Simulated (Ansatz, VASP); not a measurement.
## One calculation of CdS, two programs

```
Cd S
1.0
     4.13480   -0.02067   -0.02067
    -2.08530    3.59118   -0.00757
    -0.03374   -0.03374    6.74900
Cd S
2 2
Direct
  0.33333 0.66667 0.00000
  0.66667 0.33333 0.50000
  0.33333 0.66667 0.38500
  0.66667 0.33333 0.88500
```

Change from the starting cell: equal xy, yz and zx shear strains of -1 %.

Alike in both runs: task single point; functional PBE; k mesh 7 × 7 × 4; occupations fermi-dirac, width 0.01 eV; no spin polarisation.

|  | VASP | Ansatz |
| --- | --- | --- |
| version | VASP 6.6.1 | Ansatz 0.2.0 |
| potentials or method | VASP PAW PBE potentials, release 64 (Cd, S), cutoff 520 eV | all-electron LAPW, scalar-relativistic |

|  | VASP | Ansatz | Ansatz less VASP |
| --- | --- | --- | --- |
| gap on the k mesh at the Fermi level (eV) | 1.21 | 1.20 | -0.003 |
| pressure (GPa) | 2.9 | 2.6 | -0.32 |
| traceless stress, the component that is largest in VASP (GPa) | -1.55 | -1.51 | +0.049 |
| rms of the force components (eV/Å) | 0.166 | 0.161 | -0.0047 |

Atom by atom the forces differ by 0.005 eV/Å (rms over components). Ansatz ran all-electron here, and VASP with PAW potentials.
